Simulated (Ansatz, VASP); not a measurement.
# Two plane-wave programs on SnO2

```
CELL_PARAMETERS angstrom
3.21074 1.85372 4.41478
-3.21074 1.85372 4.41478
0.00000 -3.70744 4.41478
ATOMIC_POSITIONS crystal
Sn 0.86468 0.86468 0.86468
Sn 0.36482 0.36482 0.86482
Sn 0.36482 0.86482 0.36482
Sn 0.86482 0.36482 0.36482
O 0.12350 0.62335 0.62335
O 0.62335 0.12350 0.62335
O 0.62335 0.62335 0.12350
O 0.60621 0.60621 0.60621
O 0.12347 0.12347 0.12347
O 0.10609 0.10609 0.60624
O 0.10609 0.60624 0.10609
O 0.60624 0.10609 0.10609
```

Alike in both runs: task single point; functional PBEsol; k mesh 6 × 6 × 6; occupations gaussian, width 0.05 eV; no spin polarisation.

```csv
,VASP,Ansatz
version,VASP 6.6.1,Ansatz 0.2.0
potentials or method,"VASP PAW PBE potentials, release 64 (Sn_d, O), cutoff 520 eV","scalar-relativistic, plane waves, PAW"
valence electrons in the cell,104,104
```

```tsv
	VASP	Ansatz	Ansatz less VASP
gap on the k mesh at the Fermi level (eV)	1.79	1.80	+0.017
least direct gap on the mesh (eV)	1.79	1.81	+0.019
pressure (GPa)	0.7	0.0	-0.74
traceless stress, the component that is largest in VASP (GPa)	-0.50	0.00	+0.498
rms of the force components (eV/Å)	0.029	0.001	-0.0282
```

VASP's potentials were made for PBE, not for PBEsol, and Ansatz warns of the same on its side. Atom by atom the forces differ by 0.029 eV/Å (rms over components).
